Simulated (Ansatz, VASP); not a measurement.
# Two plane-wave programs on Ge4H

```xyz
5
Lattice="4.0304 0.0000 0.0000 0.0000 4.0304 0.0000 0.0000 0.0000 21.6417" Properties=species:S:1:pos:R:3 pbc="T T T"
Ge    0.0000    2.0152    4.0000
Ge    0.0000    0.0000    5.4249
Ge    2.0152    0.0000    6.9179
Ge    2.0152    2.0152    8.3417
H     2.5190    2.0152   10.8417
```

Alike in both runs: task single point; functional PBE; dispersion D3(BJ); k mesh 7 × 7 × 1; occupations gaussian, width 0.1 eV; no spin polarisation.

|  | VASP | Ansatz |
| --- | --- | --- |
| version | VASP 6.6.1 | Ansatz 0.2.0 |
| potentials or method | VASP PAW PBE potentials, release 64 (Ge_d, H), cutoff 520 eV | scalar-relativistic, plane waves, PAW |
| valence electrons in the cell | 57 | 57 |

|  | VASP | Ansatz | Ansatz less VASP |
| --- | --- | --- | --- |
| gap on the k mesh at the Fermi level (eV) | none | none | - |
| rms of the force components (eV/Å) | 0.646 | 0.646 | 0.0000 |
| work function, face that differs most (eV) | 4.97 | 4.97 | -0.001 |

Atom by atom the forces differ by 0.002 eV/Å (rms over components). A gap of «none» marks a metal or a gap that the smearing closes.
